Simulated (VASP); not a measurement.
Set up this calculation in VASP 6.6.1, as the native input.

| Property | Result |
| --- | --- |
| Task | single point |
| Functional | r2SCAN |
| Potentials or basis | VASP PAW PBE potentials, release 64 (Ti_sv, Te) |
| Cutoff | 520 eV |
| k mesh | 8 × 8 × 4 |
| Occupations | methfessel-paxton, width 0.1 eV |
| Spin | no spin polarisation |
| Dipole correction | no |
| Further INCAR settings | ALGO = Normal; EDIFF = 1e-07; NBANDS = 19 |

Crystal: TiTe2.

```
Ti Te
1.0
     3.82090    0.00000    0.00000
    -1.91045    3.30900    0.00000
     0.00000    0.00000    6.70645
Ti Te
1 2
Direct
  0.00000 0.00000 0.00000
  0.66667 0.33333 0.25070
  0.33333 0.66667 0.74930
```

One way to write it, as run:

POSCAR

```
TiTe2
1.0
    3.8209018048      0.0000000000      0.0000000000
   -1.9104509024      3.3089980283      0.0000000000
    0.0000000000      0.0000000000      6.7064492067
Ti Te
1 2
Direct
    0.0000000000      0.0000000000      0.0000000000
    0.6666666667      0.3333333333      0.2506967923
    0.3333333333      0.6666666667      0.7493032077
```

INCAR.step1

```
SYSTEM = TiTe2
PREC = Accurate
ENCUT = 520
ISMEAR = 1
SIGMA = 0.1
LREAL = .False.
LASPH = .True.
NELM = 80
NBANDS = 19
GGA = PE
ALGO = Normal
EDIFF = 1E-4
LWAVE = .True.
LCHARG = .False.
```

INCAR.step2

```
SYSTEM = TiTe2
PREC = Accurate
ENCUT = 520
EDIFF = 1E-7
ISMEAR = 1
SIGMA = 0.1
LREAL = .False.
LASPH = .True.
NELM = 80
ALGO = Normal
ISIF = 2
LWAVE = .False.
LCHARG = .False.
METAGGA = R2SCAN
LMIXTAU = .True.
NBANDS = 19
ISTART = 1
```

KPOINTS

```
Automatic mesh
0
Gamma
  8 8 4
  0 0 0
```

Potentials or basis: VASP PAW PBE potentials, release 64 (Ti_sv, Te).

Run with:

```sh
$ cat potpaw_PBE.64/Ti_sv/POTCAR potpaw_PBE.64/Te/POTCAR > POTCAR
$ cp INCAR.step1 INCAR
$ mpirun -np 1 vasp_std > vasp.out
$ cp INCAR.step2 INCAR
$ mpirun -np 1 vasp_std > vasp.out
```

It gave:

| Item | Value |
| --- | --- |
| Pressure | 0.1 GPa |
| Largest force | 0.019 eV/Å |
| Band gap on the k mesh | zero (band 12 reaches 6.52 eV, above the bottom of band 13 at 6.01 eV) |

Caveat: the PAW data sets were made with another functional, which shifts forces and pressure a little; spin-orbit coupling is left out, which moves the levels of the heavy elements.

Run time: 3.9 min on 1 thread of Intel(R) Xeon(R) Platinum 8488C (Sapphire Rapids) (shared host), peak memory 0.23 GiB.
